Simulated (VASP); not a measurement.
From an Ansatz input to VASP: HfO2 (strained fluorite)

Ansatz input

```yaml
crystal:
  lattice:
    - [-0.0364527718, 2.5180213707, 2.5180213707]
    - [2.5180213707, -0.0364527718, 2.5180213707]
    - [2.5180213707, 2.5180213707, -0.0364527718]
  atoms:
    - { symbol: Hf, position: [0.0, 0.0, 0.0] }
    - { symbol: O, position: [0.2510748612, 0.2510748612, 0.2510748612] }
    - { symbol: O, position: [0.7489251388, 0.7489251388, 0.7489251388] }
kpoints:
  mp_grid: { grid: [8, 8, 8] }
  band_path:
    path:
      - [0.0, 0.0, 0.0]
      - [0.5, 0.0, 0.5]
      - [0.625, 0.25, 0.625]
      - [0.375, 0.375, 0.75]
      - [0.5, 0.5, 0.5]
      - [0.5, 0.25, 0.75]
      - [0.0, 0.5, 0.5]
    npoints: 1
hamiltonian:
  xc: r2scan
scf:
  occupations: { method: fixed }
  n_extra_bands: 4
output:
  forces: true
  stress: true
  eigenvalues: true
```

Problem. Which VASP files do the same job?

Solution. 

INCAR

```
NELM = 120
ENCUT = 520
NSW = 0
LWAVE = .FALSE.
SIGMA = 0.01
ALGO = Normal
METAGGA = R2SCAN
EDIFF = 1E-7
ISIF = 2
LASPH = .TRUE.
IBRION = -1
NBANDS = 18
LREAL = .FALSE.
LCHARG = .FALSE.
PREC = Accurate
ISMEAR = 0
```

KPOINTS

```
KPOINTS created by Atomic Simulation Environment
0
Gamma
8 8 8
0 0 0
```

KPOINTS_OPT

```
special points
7
Reciprocal
0.0000000000 0.0000000000 0.0000000000 1
0.5000000000 0.0000000000 0.5000000000 1
0.6250000000 0.2500000000 0.6250000000 1
0.3750000000 0.3750000000 0.7500000000 1
0.5000000000 0.5000000000 0.5000000000 1
0.5000000000 0.2500000000 0.7500000000 1
0.0000000000 0.5000000000 0.5000000000 1
```

POSCAR

```
Hf O
 1.0000000000000000
    -0.0364527718000000    2.5180213707000001    2.5180213707000001
     2.5180213707000001   -0.0364527718000000    2.5180213707000001
     2.5180213707000001    2.5180213707000001   -0.0364527718000000
 Hf  O
   1   2
Cartesian
 -0.0000000000000000  0.0000000000000000  0.0000000000000000
  1.2552713575367758  1.2552713575367758  1.2552713575367758
  3.7443186120632248  3.7443186120632248  3.7443186120632252
```

VASP ran with the recommended PBE PAW datasets (22 valence electrons in the cell). Other inputs would serve too.

```json
{"": "gap between bands v and c", "Ansatz": "4.28 eV", "VASP": "4.29 eV"}
{"": "least direct gap", "Ansatz": "4.28 eV", "VASP": "4.29 eV"}
{"": "pressure", "Ansatz": "-2.1 GPa", "VASP": "-6.0 GPa"}
```

Datasets and cutoffs are each program's own. VASP's cell holds 22 valence electrons and Ansatz's 38. Ansatz's stress includes a Pulay correction; VASP's doesn't.

VASP's potentials hold 22 valence electrons a cell and Ansatz's 38, so a difference between the two programs can come from the potentials and not from the codes.
